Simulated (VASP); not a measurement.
# BeSe (F-43m) in VASP: notebook

The runs below take BeSe through single point, with HF, PBE-based global hybrid, PBE-based screened hybrid.

All numbers are computed with VASP 6.6.1; they aren't measurements. Logs are shortened: lines on timing, memory, paths and dates and some standing lists are left out, and cuts for length are marked.

## (1) The cell of the first run

It takes space group F-43m (No. 216, cubic). The conventional cell has a = 5.162 Å, b = 5.162 Å, c = 5.162 Å, α = 90.00°, β = 90.00°, γ = 90.00°. Be (site symmetry -43m) has 4 Se at 2.24 Å within 3.0 Å. Se (site symmetry -43m) has 4 Be at 2.24 Å within 3.0 Å.

## (2) Single point, HF

POSCAR reads:

```
BeSe
1.0
    0.0000000000      2.5810355899      2.5810355899
    2.5810355899      0.0000000000      2.5810355899
    2.5810355899      2.5810355899      0.0000000000
Be Se
1 1
Direct
    0.0000000000      0.0000000000      0.0000000000
    0.2500000000      0.2500000000      0.2500000000
```

INCAR.step1 reads:

```
SYSTEM = BeSe
  PREC = Accurate
  ENCUT = 520
  EDIFF = 1E-5
  ISMEAR = 0
  SIGMA = 0.01
  LREAL = .False.
  LASPH = .True.
  NELM = 120
  ALGO = Normal
  ISIF = 2
  LWAVE = .True.
  LCHARG = .False.
  NBANDS = 11
  GGA = PE
  GGA_COMPAT = .False.
```

INCAR.step2 reads:

```
SYSTEM = BeSe
  PREC = Accurate
  ENCUT = 520
  EDIFF = 1E-6
  ISMEAR = 0
  SIGMA = 0.01
  LREAL = .False.
  LASPH = .True.
  NELM = 120
  ALGO = Normal
  ISIF = 2
  LWAVE = .False.
  LCHARG = .False.
  GGA = PE
  LHFCALC = .True.
  AEXX = 1.0
  ALDAC = 0.0
  AGGAC = 0.0
  PRECFOCK = Normal
  NBANDS = 11
  ISTART = 1
  GGA_COMPAT = .False.
```

KPOINTS reads:

```
regular mesh
0
Gamma
  4 4 4
  0 0 0
```

Potentials or basis: VASP PAW PBE potentials, release 64 (Be, Se).

Started as:

```sh
> cat potpaw_PBE.64/Be/POTCAR potpaw_PBE.64/Se/POTCAR > POTCAR
> cp INCAR.step1 INCAR
> mpirun -np 1 vasp_std > vasp.out
> cp INCAR.step2 INCAR
> mpirun -np 1 vasp_std > vasp.out
```

OUTCAR:

```text
SYSTEM = BeSe
   PREC = Accurate
   ENCUT = 520
   EDIFF = 1E-6
   ISMEAR = 0
   LREAL = .False.
   LASPH = .True.
   NELM = 120
   ISIF = 2
   GGA = PE
   LHFCALC = .True.
   AEXX = 1.0
   PRECFOCK = Normal
   ISTART = 1

 ion  position               nearest neighbor table
   1  0.000  0.000  0.000-   2 2.24   2 2.24   2 2.24   2 2.24
   2  0.250  0.250  0.250-   1 2.24   1 2.24   1 2.24   1 2.24

  LATTYP: Found a face centered cubic cell.
 ALAT       =     5.1620711798

  Lattice vectors:

 A1 = (   0.0000000000,   2.5810355899,   2.5810355899)
 A2 = (   2.5810355899,   0.0000000000,   2.5810355899)
 A3 = (   2.5810355899,   2.5810355899,   0.0000000000)

Analysis of symmetry for initial positions (statically):
=====================================================================
 Subroutine PRICEL returns:
 Original cell was already a primitive cell.

 Routine SETGRP: Setting up the symmetry group for a
 face centered cubic supercell.

 Subroutine GETGRP returns: Found 24 space group operations
 (whereof 24 operations were pure point group operations)
 out of a pool of 48 trial point group operations.

The static configuration has the point symmetry T_d .

Analysis of symmetry for dynamics (positions and initial velocities):
=====================================================================
 Subroutine PRICEL returns:
 Original cell was already a primitive cell.

 Routine SETGRP: Setting up the symmetry group for a
 face centered cubic supercell.

 Subroutine GETGRP returns: Found 24 space group operations
 (whereof 24 operations were pure point group operations)
 out of a pool of 48 trial point group operations.

The dynamic configuration has the point symmetry T_d .

 Subroutine INISYM returns: Found 24 space group operations
 (whereof 24 operations are pure point group operations),
 and found     1 'primitive' translations

----------------------------------------------------------------------------------------

                                     Primitive cell

  volume of cell :      34.3884

  direct lattice vectors                    reciprocal lattice vectors
     0.000000000  2.581035590  2.581035590    -0.193720692  0.193720692  0.193720692
     2.581035590  0.000000000  2.581035590     0.193720692 -0.193720692  0.193720692
     2.581035590  2.581035590  0.000000000     0.193720692  0.193720692 -0.193720692

  length of vectors
     3.650135536  3.650135536  3.650135536     0.335534081  0.335534081  0.335534081

  position of ions in fractional coordinates (direct lattice)
     0.000000000  0.000000000  0.000000000
     0.250000000  0.250000000  0.250000000

  ion indices of the primitive-cell ions
   primitive index   ion index
                 1           1
                 2           2

----------------------------------------------------------------------------------------

 KPOINTS: regular mesh

Automatic generation of k-mesh.
 Grid dimensions read from file:
 generate k-points for:    4    4    4

 Generating k-lattice:

  Cartesian coordinates                     Fractional coordinates (reciprocal lattice)
    -0.048430173  0.048430173  0.048430173     0.250000000  0.000000000  0.000000000
     0.048430173 -0.048430173  0.048430173     0.000000000  0.250000000  0.000000000
     0.048430173  0.048430173 -0.048430173     0.000000000  0.000000000  0.250000000

  Length of vectors
     0.083883520  0.083883520  0.083883520

  Shift w.r.t. Gamma in fractional coordinates (k-lattice)
     0.000000000  0.000000000  0.000000000

 Subroutine IBZKPT returns following result:
 ===========================================

 Found      8 irreducible k-points:

 Following reciprocal coordinates:
            Coordinates               Weight
  0.000000  0.000000  0.000000      1.000000
  0.250000  0.000000  0.000000      8.000000
  0.500000  0.000000  0.000000      4.000000
  0.250000  0.250000  0.000000      6.000000
  0.500000  0.250000  0.000000     24.000000
 -0.250000  0.250000  0.000000     12.000000
  0.500000  0.500000  0.000000      3.000000
 -0.250000  0.500000  0.250000      6.000000
   k-points           NKPTS =      8   k-points in BZ     NKDIM =     64   number of bands    NBANDS=     11
   number of dos      NEDOS =    301   number of ions     NIONS =      2
   total plane-waves  NPLWV =  21952
   dimension x,y,z NGX =    28 NGY =   28 NGZ =   28
   dimension x,y,z NGXF=    56 NGYF=   56 NGZF=   56
   ions per type =               1   1
   NGX,Y,Z   is equivalent  to a cutoff of  12.75, 12.75, 12.75 a.u.
   NGXF,Y,Z  is equivalent  to a cutoff of  25.51, 25.51, 25.51 a.u.
 SYSTEM =  BeSe
   PREC   = accura    normal or accurate (medium, high low for compatibility)
   ISTART =      1    job   : 0-new  1-cont  2-samecut
   ICHARG =      0    charge: 1-file 2-atom 10-const
   ISPIN  =      1    spin polarized calculation?
   LNONCOLLINEAR =      F non collinear calculations
   LSORBIT =      F    spin-orbit coupling
   LASPH  =      T    aspherical Exc in radial PAW
   ENCUT  =  520.0 eV  38.22 Ry    6.18 a.u.   6.79  6.79  6.79*2*pi/ulx,y,z
   NELM   =    120;   NELMIN=  2; NELMDL=  0     # of ELM steps
   EDIFF  = 0.1E-05   stopping-criterion for ELM
   LREAL  =      F    real-space projection
   EDIFFG = 0.1E-04   stopping-criterion for IOM
   NSW    =      0    number of steps for IOM
   IBRION =     -1    ionic relax: 0-MD 1-quasi-New 2-CG
   NFREE  =      0    steps in history (QN), initial steepest desc. (CG)
   ISIF   =      2    stress and relaxation
   ISYM   =      3    0-nonsym 1-usesym 2-fastsym
   POTIM  = 0.5000    time-step for ionic-motion
   TEBEG  =    0.0;   TEEND  =   0.0 temperature during run
   PSTRESS=    0.0 pullay stress
   NELECT =       8.0000    total number of electrons
   NUPDOWN=      -1.0000    fix difference up-down
   EMIN   =  10.00;   EMAX   =-10.00  energy-range for DOS
   EFERMI =   0.00;   METHOD = LEGACY
   ISMEAR =     0;   SIGMA  =   0.01  broadening in eV -4-tet -1-fermi 0-gaus
   EFERMI_NEDOS =   21; number of points for ismear=-14 and -15
   IALGO  =     38    algorithm
   IMIX   =      1    mixing-type and parameters
     AMIX     =   0.40;   BMIX     =  1.00
     AMIX_MAG =   1.60;   BMIX_MAG =  1.00
  volume/ion in A,a.u.               =      17.19       116.03
  Fermi-wavevector in a.u.,A,eV,Ry     =   1.006856  1.902683 13.793037  1.013760
  Thomas-Fermi vector in A             =   2.139625
   LORBIT       =      0    0 simple, 1 ext, 2 COOP (PROOUT), +10 PAW based schemes
   GGA     = PE    functional components
   LHFCALC =     T    Hartree Fock is set to
   PRECFOCK=normal    Normal, Fast or Accurate (Low or Medium for compatibility)
   ENCUT4O =  -1.0   cutoff for four orbital integrals eV
   NKREDX  =     1    reduce k-point grid by
   NKREDY  =     1    reduce k-point grid by
   NKREDZ  =     1    reduce k-point grid by
   AEXX    =    1.0000 exact exchange contribution
   HFSCREEN=    0.0000 screening length (either q_TF or 0.3 A-1)
   HFSCREENC=   0.0000 screening length for correlation (either q_TF or 0.3 A-1)
   ENCUTFOCK=  -1.0 apply spherical cutoff to Coloumb kernel
   IVDW    =     0    specifies the selected vdW correction
   LEPSILON=     F    determine dielectric tensor
   LRPA    =     F    only Hartree local field effects (RPA)
 non-spin polarized calculation
 Gauss-broadening in eV      SIGMA  =   0.01
  energy-cutoff  :      520.00
  volume of cell :       34.39
 maximum number of plane-waves:       941
  NGX = 24; NGY = 24; NGZ = 24

 number of electron       7.9999999 magnetization

 Free energy of the ion-electron system (eV)
  ---------------------------------------------------
  ext. energy  EPLUGINS =         0.00000000
  ---------------------------------------------------
  free energy    TOTEN  =       -14.46734617 eV

  energy without entropy =      -14.46734617  energy(sigma->0) =      -14.46734617

 E-fermi :   0.4984     XC(G=0):   0.0000

 val. band max:        0.4441730812   @ k =   0.0000   0.0000   0.0000
 cond. band min:      10.1658440144   @ k =   0.5000   0.5000   0.0000
 fundamental gap:      9.7216709331
 Fermi energy:         0.4983892411

 k-point     1 :       0.0000    0.0000    0.0000
  band No.  band energies     occupation
      1     -18.2895      2.00000
      2       0.4442      2.00000
      3       0.4442      2.00000
      4       0.4442      2.00000
      5      12.8357      0.00000
      6      13.2976      0.00000
      7      13.2976      0.00000
      8      13.2976      0.00000
      9      21.1365      0.00000
     10      21.4876      0.00000
     11      21.4876      0.00000

 k-point     2 :       0.2500    0.0000    0.0000
  band No.  band energies     occupation
      1     -17.4772      2.00000
      2      -3.8221      2.00000
      3      -0.2992      2.00000
      4      -0.2992      2.00000
      5      12.6833      0.00000
      6      14.3538      0.00000
      7      14.3538      0.00000
      8      17.2320      0.00000
      9      20.0358      0.00000
     10      20.0358      0.00000
     11      21.0511      0.00000

 k-point     3 :       0.5000    0.0000    0.0000
  band No.  band energies     occupation
      1     -16.3588      2.00000
      2      -7.1146      2.00000
      3      -0.9018      2.00000
      4      -0.9018      2.00000
      5      12.4498      0.00000
      6      14.2909      0.00000
      7      14.2909      0.00000
      8      18.7442      0.00000
      9      23.0192      0.00000
     10      23.9336      0.00000
     11      23.9336      0.00000

 k-point     4 :       0.2500    0.2500    0.0000
  band No.  band energies     occupation
      1     -17.2028      2.00000
      2      -3.2400      2.00000
      3      -1.5571      2.00000
      4      -1.5571      2.00000
      5      11.6265      0.00000
      6      13.9468      0.00000
      7      16.9563      0.00000
      8      16.9563      0.00000
      9      19.1574      0.00000
     10      23.0315      0.00000
     11      23.9481      0.00000

 k-point     5 :       0.5000    0.2500    0.0000
  band No.  band energies     occupation
      1     -16.0605      2.00000
      2      -6.0315      2.00000
      3      -3.2572      2.00000
      4      -2.0487      2.00000
      5      11.9164      0.00000
      6      15.4027      0.00000
      7      17.1025      0.00000
      8      17.4683      0.00000
      9      22.2364      0.00000
     10      24.0602      0.00000
     11      25.0023      0.00000

 k-point     6 :      -0.2500    0.2500    0.0000
  band No.  band energies     occupation
      1     -16.4536      2.00000
      2      -5.3448      2.00000
      3      -3.4900      2.00000
      4      -0.9602      2.00000
      5      13.2249      0.00000
      6      15.9276      0.00000
      7      15.9943      0.00000
      8      17.1999      0.00000
      9      18.9836      0.00000
     10      21.8044      0.00000
     11      25.1231      0.00000

 k-point     7 :       0.5000    0.5000    0.0000
  band No.  band energies     occupation
      1     -15.6791      2.00000
      2      -6.3910      2.00000
      3      -2.9433      2.00000
      4      -2.9433      2.00000
      5      10.1658      0.00000
      6      11.9144      0.00000
      7      21.8851      0.00000
      8      21.8851      0.00000
      9      24.6365      0.00000
     10      24.9825      0.00000
     11      25.7549      0.00000

 k-point     8 :      -0.2500    0.5000    0.2500
  band No.  band energies     occupation
      1     -15.6333      2.00000
      2      -5.5219      2.00000
      3      -4.3548      2.00000
      4      -3.5592      2.00000
      5      13.9886      0.00000
      6      15.6925      0.00000
      7      16.1539      0.00000
      8      16.9102      0.00000
      9      23.3666      0.00000
     10      23.4808      0.00000
     11      26.0303      0.00000

------------------------ aborting loop because EDIFF is reached ----------------------------------------

  FORCE on cell =-STRESS in cart. coord.  units (eV):
  Direction    XX          YY          ZZ          XY          YZ          ZX
  --------------------------------------------------------------------------------------
  -------------------------------------------------------------------------------------
  Total        0.7120335      0.7120335      0.7120335     -0.0000000      0.0000000     -0.0000000
  in kB       33.1740934     33.1740934     33.1740934     -0.0000000      0.0000000     -0.0000000
  external PRESSURE =      33.1740934 kB  Pullay stress =       0.0000000 kB

 VOLUME and BASIS-vectors are now :
 -----------------------------------------------------------------------------
  energy-cutoff  :      520.00
  volume of cell :       34.39
      direct lattice vectors                 reciprocal lattice vectors
     0.000000000  2.581035590  2.581035590    -0.193720692  0.193720692  0.193720692
     2.581035590  0.000000000  2.581035590     0.193720692 -0.193720692  0.193720692
     2.581035590  2.581035590  0.000000000     0.193720692  0.193720692 -0.193720692

 POSITION                                       TOTAL-FORCE (eV/Angst)
 -----------------------------------------------------------------------------------
      0.00000      0.00000      0.00000         0.000000      0.000000      0.000000
      1.29052      1.29052      1.29052        -0.000000     -0.000000     -0.000000
 -----------------------------------------------------------------------------------
    total drift:                                0.000002     -0.000002     -0.000001

  FREE ENERGIE OF THE ION-ELECTRON SYSTEM (eV)
  ---------------------------------------------------
  free  energy   TOTEN  =       -14.4673461697 eV

  energy  without entropy=      -14.4673461697  energy(sigma->0) =      -14.46734617
```

Run time: 2.7 min. Hardware: 1 thread of Intel Xeon Platinum 8375C at 2.90GHz (Ice Lake), shared host; peak memory 0.17 GiB.

Results:

- Free energy: -14.4673 eV
- Pressure: 3.3 GPa
- Band gap on the k mesh: 9.72 eV, indirect (least direct gap 12.39 eV)

Levels at points of the mesh, in eV from the valence-band top:
```tsv
k point	band 1	band 2	band 3	band 4	band 5	band 6	band 7	band 8
(0.00, 0.00, 0.00)	-18.73	0.00	0.00	0.00	12.39	12.85	12.85	12.85
(0.50, 0.00, 0.00)	-16.80	-7.56	-1.35	-1.35	12.01	13.85	13.85	18.30
(0.50, 0.50, 0.00)	-16.12	-6.84	-3.39	-3.39	9.72	11.47	21.44	21.44
```

Caveat: the k points lie up to 0.53 Å⁻¹ apart; the PAW data sets were made with another functional, which shifts forces and pressure a little. A k mesh can miss the band edges.

## (3) Single point, PBE-based global hybrid

POSCAR is that of step 2.

INCAR.step1 reads:

```
PREC = Accurate
ENCUT = 520
EDIFF = 1E-5
ISMEAR = 0
SIGMA = 0.01
LREAL = F
LASPH = T
NELM = 120
ALGO = Normal
ISIF = 2
LWAVE = T
GGA = PE
NBANDS = 11
GGA_COMPAT = F
```

INCAR.step2 reads:

```
PREC = Accurate
ENCUT = 520
EDIFF = 1E-6
ISMEAR = 0
SIGMA = 0.01
LREAL = F
LASPH = T
NELM = 120
ALGO = Normal
ISIF = 2
LWAVE = F
LCHARG = T
GGA = PE
LHFCALC = T
AEXX = 0.35
PRECFOCK = Normal
LELF = T
LVHAR = T
ISTART = 1
NBANDS = 11
GGA_COMPAT = F
```

KPOINTS reads:

```
Automatic mesh
0
Gamma
  4 4 4
```

Potentials or basis: VASP PAW PBE potentials, release 64 (Be, Se).

Started as:

```sh
> cat potpaw_PBE.64/Be/POTCAR potpaw_PBE.64/Se/POTCAR > POTCAR
> cp INCAR.step1 INCAR
> mpirun -np 1 vasp_std > vasp.out
> cp INCAR.step2 INCAR
> mpirun -np 1 vasp_std > vasp.out
```

Wall time 1.9 min (1 thread of Intel Xeon Platinum 8375C at 2.90GHz (Ice Lake), shared host); peak memory 0.17 GiB.

It converged, with:

* Free energy: -11.4588 eV
* Pressure: -1.1 GPa
* Band gap on the k mesh: 4.91 eV, indirect (least direct gap 6.90 eV)

Levels at points of the mesh, in eV from the valence-band top:
| k point | band 2 | band 3 | band 4 | band 5 | band 6 | band 7 |
| --- | --- | --- | --- | --- | --- | --- |
| (0.00, 0.00, 0.00) | 0.00 | 0.00 | 0.00 | 6.90 | 7.61 | 7.61 |
| (0.50, 0.00, 0.00) | -6.43 | -1.18 | -1.18 | 6.81 | 8.58 | 8.58 |
| (0.50, 0.50, 0.00) | -5.76 | -2.94 | -2.94 | 4.91 | 6.58 | 14.96 |

Caveat: the k points lie up to 0.53 Å⁻¹ apart; the PAW data sets were made with another functional, which shifts forces and pressure a little. A k mesh can miss the band edges.

(Part 1 of 2 ends here.)
